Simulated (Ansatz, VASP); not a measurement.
## HfOF2: VASP beside Ansatz

The input INCAR:

```
SYSTEM = HfOF2
PREC     = Accurate       ! precision mode
ENCUT    = 600            ! plane-wave cutoff, eV
EDIFF    = 1E-7           ! SCF threshold, eV
ISMEAR   = 0              ! smearing method
SIGMA    = 0.1            ! smearing width, eV
LREAL    = .FALSE.        ! projectors in reciprocal space
LASPH    = .TRUE.         ! aspherical terms in the spheres
NELM     = 80             ! most SCF steps
ALGO     = Normal         ! electronic algorithm
ISIF     = 3              ! what is computed and relaxed
LWAVE    = .FALSE.        ! write WAVECAR
LCHARG   = .FALSE.        ! write CHGCAR
GGA      = PE             ! functional
IBRION   = 2              ! ionic algorithm
NSW      = 100            ! ionic steps
EDIFFG   = -0.01          ! ionic threshold
```

File KPOINTS:

```
regular mesh
0
G
  14 14 12
  0 0 0
```

The input POSCAR:

```
HfOF2
1.0
    3.4770267900      0.0000000000      0.0000000000
    0.0000000000      3.4770267900      0.0000000000
    0.0000000000      0.0000000000      4.1092757123
Hf O F
1 1 2
Direct
    0.0000000000      0.0000000000      0.0000000000
    0.5000000000      0.5000000000      0.5000000000
    0.0000000000      0.0000000000      0.5000000000
    0.5000000000      0.5000000000      0.0000000000
```

Input for Ansatz:

```yaml
crystal:
  lattice:
    - [3.47702679, 0.0, 0.0]
    - [0.0, 3.47702679, 0.0]
    - [0.0, 0.0, 4.1092757123]
  atoms:
    - { symbol: Hf, position: [0.0, 0.0, 0.0] }
    - { symbol: O, position: [0.5, 0.5, 0.5] }
    - { symbol: F, position: [0.0, 0.0, 0.5] }
    - { symbol: F, position: [0.5, 0.5, 0.0] }
basis:
  ecutwfc: 420
kpoints:
  mp_grid: { grid: [14, 14, 12] }
hamiltonian:
  xc: pbe
scf:
  occupations: { method: gaussian, width: 0.1 }
output:
  forces: true
  stress: true
  eigenvalues: true
relax:
  adjacent_minimum: "off"
  f_tol: 0.01
  max_steps: 80
  cell: { stress_tol: 0.05 }
```

Change from the starting cell: species swapped into the CaCeN2 type (P4/mmm, No. 123).

Alike in both runs: task relaxation of cell and atoms; functional PBE; k mesh 14 × 14 × 12; occupations gaussian, width 0.1 eV; no spin polarisation.

```csv
,VASP,Ansatz
version,VASP 6.6.1,Ansatz 0.2.0
potentials or method,"VASP PAW PBE potentials, release 64 (Hf_pv, O, F), cutoff 600 eV","scalar-relativistic, plane waves, PAW"
valence electrons in the cell,30,46
```

Ansatz gave:

| Property | Result |
| --- | --- |
| gap on the k mesh at the Fermi level, each at its own relaxed structure (eV) | none |
| relaxed volume (Å³/atom) | 12.49 |
| relaxed length of the cell vector where the two differ most in proportion (Å) | 4.068 |

Task: Estimate VASP's values.

Result: gap on the k mesh at the Fermi level, each at its own relaxed structure (eV): none; relaxed volume (Å³/atom): 12.32; relaxed length of the cell vector where the two differ most in proportion (Å): 4.048.

A gap of «none» marks a metal or a gap that the smearing closes. VASP's potentials hold 30 valence electrons a cell and Ansatz's 46, so a difference there can come from the potentials and not from the codes.

Spin-orbit coupling is off throughout.
